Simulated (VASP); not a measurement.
Set up this calculation in VASP 6.6.1, as the native input.

| Property | Result |
| --- | --- |
| Task | single point |
| Functional | PBEsol |
| Potentials or basis | VASP PAW PBE potentials, release 64 (Ti_sv, O) |
| Cutoff | 520 eV |
| k mesh | 6 × 6 × 9 |
| Occupations | fermi-dirac, width 0.05 eV |
| Spin | no spin polarisation |
| Dipole correction | no |
| Further INCAR settings | ALGO = Normal; EDIFF = 1e-06; NBANDS = 33 |

The structure of TiO2 lies in POSCAR:

```
TiO2
1.0
    4.5059367448      0.0000000000      0.0000000000
    0.0000000000      4.5059367448      0.0000000000
    0.0000000000      0.0000000000      2.8988044961
Ti O
2 4
Direct
    0.0000000000      0.0000000000      0.5000000000
    0.5000000000      0.5000000000      0.0000000000
    0.3043213200      0.3043213200      0.5000000000
    0.1956786800      0.8043213200      0.0000000000
    0.8043213200      0.1956786800      0.0000000000
    0.6956786800      0.6956786800      0.5000000000
```

This cell differs from its parent crystal: volume scaled by 0.94.

These files were run (other wordings do the same):

INCAR

```
SYSTEM = TiO2
PREC = Accurate ; ENCUT = 520
EDIFF = 1E-6 ; ISMEAR = -1
SIGMA = 0.05 ; LREAL = .FALSE.
LASPH = .TRUE. ; NELM = 100
ALGO = Normal ; ISIF = 2
LWAVE = .FALSE. ; LCHARG = .FALSE.
GGA = PS ; NBANDS = 33
```

KPOINTS

```
Automatic mesh
0
G
  6 6 9
  0 0 0
```

Potentials or basis: VASP PAW PBE potentials, release 64 (Ti_sv, O).

The run is started by

```sh
$ cat potpaw_PBE.64/Ti_sv/POTCAR potpaw_PBE.64/O/POTCAR > POTCAR
$ mpirun -np 1 vasp_std > vasp.out
```

It gave:

The pressure is 14.5 GPa, the largest force is 0.267 eV/Å and the band gap on the k mesh is 1.95 eV, direct.

Caveat: the PAW data sets were made with another functional, which shifts forces and pressure a little.

It took 2.6 min on 1 thread of AMD EPYC 7R43 64-Core Processor (Zen 3) (shared host), peak memory 0.19 GiB.
